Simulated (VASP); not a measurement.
# PPb2 (Pmn2_1) in VASP: a series of runs

PPb2 is run at these levels: PBE; tasks: single point, relaxation of cell and atoms.

Everything below comes from runs of VASP 6.6.1. Logs are shortened: lines on timing, memory, paths and dates and some standing lists are left out, and cuts for length are marked.

### Step 1. The cell of the first run

Symmetry: Pmn2_1, No. 31, orthorhombic system. Conventional cell: a = 4.018 Å, b = 8.336 Å, c = 5.087 Å, α = 90.00°, β = 90.00°, γ = 90.00°. P (site symmetry m) has 8 Pb at 2.86 to 3.68 Å within 3.8 Å. Pb (site symmetry m) has 3 P at 2.93 to 3.68 Å and 10 Pb at 3.41 to 4.02 Å within 4.1 Å. Pb (site symmetry m) has 5 P at 2.86 to 3.67 Å and 2 Pb at 3.44 to 3.56 Å within 3.8 Å.

### Step 2. Single point, PBE

Contents of INCAR:

```
SYSTEM = PPb2
  ALGO = Normal
  EDIFF = 1E-6
  ENCUT = 520
  GGA = PE
  ISIF = 2
  ISMEAR = 0
  LASPH = .True.
  LCHARG = .True.
  LELF = .True.
  LREAL = .False.
  LVHAR = .True.
  LWAVE = .False.
  NBANDS = 42
  NELM = 60
  PREC = Accurate
  SIGMA = 0.1
```

Contents of KPOINTS:

```
k-points
0
Gamma
  4 2 4
  0 0 0
```

Contents of POSCAR:

```
PPb2
1.0
    4.0180815767      0.0000000000      0.0000000000
    0.0000000000      8.3361030754      0.0000000000
    0.0000000000      0.0000000000      5.0874402987
P Pb
2 4
Direct
    0.5000000000      0.8102618903      0.0712578432
    0.0000000000      0.1897381097      0.5712578432
    0.0000000000      0.5635297250      0.9565171930
    0.5000000000      0.4364702750      0.4565171930
    0.5000000000      0.1481423278      0.9722910947
    0.0000000000      0.8518576722      0.4722910947
```

Potentials or basis: VASP PAW PBE potentials, release 64 (P, Pb_d).

Launch:

```bash
$ cat potpaw_PBE.64/P/POTCAR potpaw_PBE.64/Pb_d/POTCAR > POTCAR
$ mpirun -np 1 vasp_std > vasp.out
```

OUTCAR:

```text
SYSTEM = PPb2
   EDIFF = 1E-6
   ENCUT = 520
   GGA = PE
   ISIF = 2
   ISMEAR = 0
   LASPH = .True.
   LREAL = .False.
   NELM = 60
   PREC = Accurate

 ion  position               nearest neighbor table
   1  0.500  0.810  0.071-   5 2.86   6 2.88   6 2.88   3 2.93   3 2.93
   2  0.000  0.190  0.571-   6 2.86   5 2.88   5 2.88   4 2.93   4 2.93
   3  0.000  0.564  0.957-   1 2.93   1 2.93   4 3.41   4 3.41   4 3.41   4 3.41   6 3.44   6 3.56
                             5 4.00   5 4.00
   4  0.500  0.436  0.457-   2 2.93   2 2.93   3 3.41   3 3.41   3 3.41   3 3.41   5 3.44   5 3.56
                             6 4.00   6 4.00
   5  0.500  0.148  0.972-   1 2.86   2 2.88   2 2.88   4 3.44   4 3.56   3 4.00   3 4.00   6 4.08
                             6 4.08   6 4.08   6 4.08
   6  0.000  0.852  0.472-   2 2.86   1 2.88   1 2.88   3 3.44   3 3.56   4 4.00   4 4.00   5 4.08
                             5 4.08   5 4.08   5 4.08

  LATTYP: Found a simple orthorhombic cell.
 ALAT       =     4.0180815767
 B/A-ratio  =     1.2661366380
 C/A-ratio  =     2.0746475442

  Lattice vectors:

 A1 = (  -4.0180815767,   0.0000000000,   0.0000000000)
 A2 = (   0.0000000000,   0.0000000000,   5.0874402987)
 A3 = (   0.0000000000,   8.3361030754,   0.0000000000)

Analysis of symmetry for initial positions (statically):
=====================================================================
 Subroutine PRICEL returns:
 Original cell was already a primitive cell.

 Routine SETGRP: Setting up the symmetry group for a
 simple orthorhombic supercell.

 Subroutine GETGRP returns: Found  4 space group operations
 (whereof  2 operations were pure point group operations)
 out of a pool of  8 trial point group operations.

The static configuration has the point symmetry C_1h.
 The point group associated with its full space group is C_2v.

Analysis of symmetry for dynamics (positions and initial velocities):
=====================================================================
 Subroutine PRICEL returns:
 Original cell was already a primitive cell.

 Routine SETGRP: Setting up the symmetry group for a
 simple orthorhombic supercell.

 Subroutine GETGRP returns: Found  4 space group operations
 (whereof  2 operations were pure point group operations)
 out of a pool of  8 trial point group operations.

The dynamic configuration has the point symmetry C_1h.
 The point group associated with its full space group is C_2v.

 Subroutine INISYM returns: Found  4 space group operations
[... 101 lines left out ...]
   NSW    =      0    number of steps for IOM
   IBRION =     -1    ionic relax: 0-MD 1-quasi-New 2-CG
   NFREE  =      0    steps in history (QN), initial steepest desc. (CG)
   ISIF   =      2    stress and relaxation
   ISYM   =      2    0-nonsym 1-usesym 2-fastsym
   POTIM  = 0.5000    time-step for ionic-motion
   TEBEG  =    0.0;   TEEND  =   0.0 temperature during run
   PSTRESS=    0.0 pullay stress
   NELECT =      66.0000    total number of electrons
   NUPDOWN=      -1.0000    fix difference up-down
   EMIN   =  10.00;   EMAX   =-10.00  energy-range for DOS
   EFERMI =   0.00;   METHOD = LEGACY
   ISMEAR =     0;   SIGMA  =   0.10  broadening in eV -4-tet -1-fermi 0-gaus
   EFERMI_NEDOS =   21; number of points for ismear=-14 and -15
   IALGO  =     38    algorithm
   IMIX   =      4    mixing-type and parameters
     AMIX     =   0.40;   BMIX     =  1.00
     AMIX_MAG =   1.60;   BMIX_MAG =  1.00
  volume/ion in A,a.u.               =      28.40       191.66
  Fermi-wavevector in a.u.,A,eV,Ry     =   1.193335  2.255076 19.375359  1.424049
  Thomas-Fermi vector in A             =   2.329352
   LORBIT       =      0    0 simple, 1 ext, 2 COOP (PROOUT), +10 PAW based schemes
   GGA     = PE    functional components
   LHFCALC =     F    Hartree Fock is set to
   AEXX    =    0.0000 exact exchange contribution
   IVDW    =     0    specifies the selected vdW correction
   LEPSILON=     F    determine dielectric tensor
   LRPA    =     F    only Hartree local field effects (RPA)
 non-spin polarized calculation
 Gauss-broadening in eV      SIGMA  =   0.10
  energy-cutoff  :      520.00
  volume of cell :      170.40
 maximum number of plane-waves:      4635
 NGX is ok and might be reduce to    30
   NGX = 15   NGY = 31   NGZ = 19

 number of electron      65.9999997 magnetization

 Free energy of the ion-electron system (eV)
  ---------------------------------------------------
  ext. energy  EPLUGINS =         0.00000000
  ---------------------------------------------------
  free energy    TOTEN  =       -24.44158822 eV

  energy without entropy =      -24.42368882  energy(sigma->0) =      -24.43263852

 E-fermi :   6.2062     XC(G=0):  -9.7597

 val. band max:        6.1786318671   @ k =   0.0000   0.5000   0.5000
 cond. band min:       6.2084916511   @ k =   0.2500   0.0000   0.5000
 fundamental gap:      0.0298597840
 Fermi energy:         6.2062262918

 k-point     1 :       0.0000    0.0000    0.0000
  band No.  band energies     occupation
      1     -10.9210      2.00000
      2     -10.8965      2.00000
      3     -10.8304      2.00000
      4     -10.8278      2.00000
      5     -10.7924      2.00000
      6     -10.7883      2.00000
[... 799 lines left out ...]
     41      11.2694      0.00000
     42      11.2694      0.00000

------------------------ aborting loop because EDIFF is reached ----------------------------------------

  FORCE on cell =-STRESS in cart. coord.  units (eV):
  Direction    XX          YY          ZZ          XY          YZ          ZX
  --------------------------------------------------------------------------------------
  -------------------------------------------------------------------------------------
  Total       -0.0423520      0.0360962     -0.1222276      0.0000000      0.0000000      0.0000000
  in kB       -0.3982016      0.3393839     -1.1492079      0.0000000      0.0000000      0.0000000
  external PRESSURE =      -0.4026752 kB  Pullay stress =       0.0000000 kB

 VOLUME and BASIS-vectors are now :
 -----------------------------------------------------------------------------
  energy-cutoff  :      520.00
  volume of cell :      170.40
      direct lattice vectors                 reciprocal lattice vectors
     4.018081577  0.000000000  0.000000000     0.248874987  0.000000000  0.000000000
     0.000000000  8.336103075  0.000000000     0.000000000  0.119960129  0.000000000
     0.000000000  0.000000000  5.087440299     0.000000000  0.000000000  0.196562503

 POSITION                                       TOTAL-FORCE (eV/Angst)
 -----------------------------------------------------------------------------------
      2.00904      6.75443      0.36252         0.000000     -0.020442      0.013906
      0.00000      1.58168      2.90624         0.000000      0.020442      0.013906
      0.00000      4.69764      4.86622         0.000000      0.004668     -0.000896
      2.00904      3.63846      2.32250         0.000000     -0.004668     -0.000896
      2.00904      1.23493      4.94647         0.000000     -0.009704     -0.013009
      0.00000      7.10117      2.40275         0.000000      0.009704     -0.013009
 -----------------------------------------------------------------------------------
    total drift:                                0.000000     -0.000000      0.000477

  FREE ENERGIE OF THE ION-ELECTRON SYSTEM (eV)
  ---------------------------------------------------
  free  energy   TOTEN  =       -24.4415882224 eV

  energy  without entropy=      -24.4236888156  energy(sigma->0) =      -24.43263852
```

stdout:

```text
POSCAR found type information on POSCAR P Pb
 POSCAR found :  2 types and       6 ions
 scaLAPACK will be used
 LDA part: xc-table for (Slater+PW92), standard interpolation
 POSCAR, INCAR and KPOINTS ok, starting setup
 FFT: planning ... GRIDC
 FFT: planning ... GRID_SOFT
 FFT: planning ... GRID
 WAVECAR not read
 entering main loop
```

Run time: 1.9 min. Hardware: 1 thread of Intel Xeon Platinum 8488C (Sapphire Rapids), shared host; peak memory 0.3 GiB.

Results:

```
Free energy            : -24.4416 eV
Pressure               : 0.0 GPa
Largest force          : 0.025 eV/Å
Band gap on the k mesh : zero (bands 33 and 34 overlap by 2.04 eV)
```

Forces in eV/Å, atoms in the order of the input:
```
P    0.000 -0.020  0.014
P    0.000  0.020  0.014
Pb   0.000  0.005 -0.001
Pb   0.000 -0.005 -0.001
Pb   0.000 -0.010 -0.013
Pb   0.000  0.010 -0.013
```

Stress tensor (GPa, compression positive):
```
-0.04  0.00  0.00
 0.00  0.03  0.00
 0.00  0.00 -0.11
```

Levels at points of the mesh, in eV from the Fermi level:
```csv
k point,band 29,band 30,band 31,band 32,band 33,band 34,band 35,band 36,band 37,band 38
"(0.00, 0.00, 0.00)",-2.05,-1.92,-1.59,-1.04,-0.24,0.34,1.54,1.66,2.91,3.22
"(0.50, 0.00, 0.00)",-1.97,-1.97,-1.64,-1.64,-0.67,-0.67,0.74,0.74,1.56,1.56
"(0.00, 0.50, 0.00)",-2.50,-1.73,-1.53,-1.01,-0.50,1.35,1.99,2.70,2.72,3.64
"(0.50, 0.50, 0.00)",-2.13,-2.13,-1.23,-1.23,-0.34,-0.34,0.84,0.84,1.14,1.14
"(0.00, 0.00, 0.50)",-1.19,-1.19,-0.90,-0.90,0.28,0.28,1.87,1.87,2.33,2.33
"(0.50, 0.00, 0.50)",-3.36,-3.36,-3.12,-3.12,0.54,0.54,2.02,2.02,2.51,2.51
"(0.00, 0.50, 0.50)",-1.16,-1.16,-0.03,-0.03,0.51,0.51,1.99,1.99,2.08,2.08
"(0.50, 0.50, 0.50)",-2.72,-2.72,-2.35,-2.35,-1.50,-1.50,1.24,1.24,3.92,3.92
```

Caveat: the k points lie up to 0.39 Å⁻¹ apart, too coarse for converged energies and pressures of a metal; spin-orbit coupling is left out, which moves the levels of the heavy elements.

### Step 3. Single point, PBE

This run uses another cell than the first one, of 28.78 Å³/atom.

Contents of INCAR:

```
  ALGO = Normal
  EDIFF = 1E-6
  ENCUT = 520
  GGA = PE
  ISIF = 2
  ISMEAR = 0
  LASPH = True
  LCHARG = True
  LELF = True
  LREAL = False
  LVHAR = True
  LWAVE = False
  NBANDS = 42
  NELM = 100
  PREC = Accurate
  SIGMA = 0.1
```

Contents of KPOINTS:

```
k-points
0
Gamma
  4 2 4
```

Contents of POSCAR:

```
PPb2
1.0
    4.0110432040      0.0000000000      0.0000000000
    0.0000000000      8.2724125425      0.0000000000
    0.0000000000      0.0000000000      5.2040860751
P Pb
2 4
Direct
    0.5000000000      0.8092296784      0.0908969971
    0.0000000000      0.1907703216      0.5908969971
    0.0000000000      0.5699621778      0.9361147402
    0.5000000000      0.4300378222      0.4361147402
    0.5000000000      0.1448598949      0.9730543936
    0.0000000000      0.8551401051      0.4730543936
```

Potentials or basis: VASP PAW PBE potentials, release 64 (P, Pb_d).

Launch:

```bash
$ cat potpaw_PBE.64/P/POTCAR potpaw_PBE.64/Pb_d/POTCAR > POTCAR
$ mpirun -np 1 vasp_std > vasp.out
```

Wall time 2 min (1 thread of Intel Xeon Platinum 8488C (Sapphire Rapids), shared host); peak memory 0.31 GiB.

It converged, with:

```yaml
Free_energy: -24.4170 eV
Pressure: 0.0 GPa
Largest_force: 0.140 eV/Å
Band_gap_on_the_k_mesh: zero (bands 33 and 34 overlap by 1.86 eV)
```

Forces on the atoms (eV/Å):
```
P    0.000  0.006 -0.036
P    0.000 -0.006 -0.036
Pb   0.000 -0.107  0.090
Pb   0.000  0.107  0.090
Pb   0.000  0.064 -0.054
Pb   0.000 -0.064 -0.054
```

Stress tensor (GPa, compression positive):
```
-0.12  0.00  0.00
 0.00  0.41  0.00
 0.00  0.00 -0.39
```

Levels at points of the mesh, in eV from the Fermi level:
```
           k point  band 30  band 31  band 32  band 33  band 34  band 35  band 36  band 37
(0.00, 0.00, 0.00)    -2.13    -1.55    -1.14    -0.10     0.53     1.62     1.63     2.60
(0.50, 0.00, 0.00)    -2.23    -1.83    -1.83    -0.76    -0.76     0.76     0.76     1.31
(0.00, 0.50, 0.00)    -1.84    -1.58    -1.07    -0.70     1.00     2.07     2.64     2.72
(0.50, 0.50, 0.00)    -2.46    -1.47    -1.47    -0.49    -0.49     0.82     0.82     1.08
(0.00, 0.00, 0.50)    -1.35    -1.02    -1.02     0.24     0.24     1.73     1.73     2.18
(0.50, 0.00, 0.50)    -3.40    -2.97    -2.97     0.47     0.47     1.88     1.88     2.54
(0.00, 0.50, 0.50)    -1.32    -0.25    -0.25     0.30     0.30     1.90     1.90     2.01
(0.50, 0.50, 0.50)    -2.76    -2.40    -2.40    -1.39    -1.39     1.17     1.17     3.66
```

Caveat: the k points lie up to 0.39 Å⁻¹ apart, too coarse for converged energies and pressures of a metal; spin-orbit coupling is left out, which moves the levels of the heavy elements.

(Part 1 of 2 ends here.)

The gap in the log of VASP goes by the Fermi energy; the results here count the filled bands.